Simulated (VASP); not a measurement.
The system is PtS2.

```xyz
3
Lattice="3.5667 0.0000 0.0000 -1.7833 3.0888 0.0000 0.0000 0.0000 5.0722" Properties=species:S:1:pos:R:3 pbc="T T T"
Pt    0.0000    0.0000    0.0000
S     1.7833    1.0296    3.9208
S     0.0000    2.0592    1.1514
```

This cell differs from its parent crystal: volume scaled by 1.02.

Base run:

- Program: VASP 6.6.1
- Functional: PBEsol
- Potentials or basis: VASP PAW PBE potentials, release 64 (Pt, S)
- Cutoff: 520 eV
- k mesh: 9 × 9 × 5
- Occupations: fermi-dirac, width 0.05 eV
- Spin: no spin polarisation

Its results: band gap on the k mesh 0.94 eV, indirect (least direct gap 0.98 eV); pressure 2.9 GPa; largest force 0.633 eV/Å.

Question: The run is repeated on the same cell with these changes: functional from PBEsol to PBE. What comes out?

Answer: Band gap on the k mesh 1.01 eV, indirect (least direct gap 1.05 eV); pressure 7.7 GPa; largest force 0.916 eV/Å.

PBE binds less tightly than PBEsol, so the same cell stands under more pressure.

Caveats: spin-orbit coupling is left out, which moves the levels of the heavy elements; the PAW data sets were made with another functional, which shifts forces and pressure a little (some runs).

A k mesh can miss the band edges.
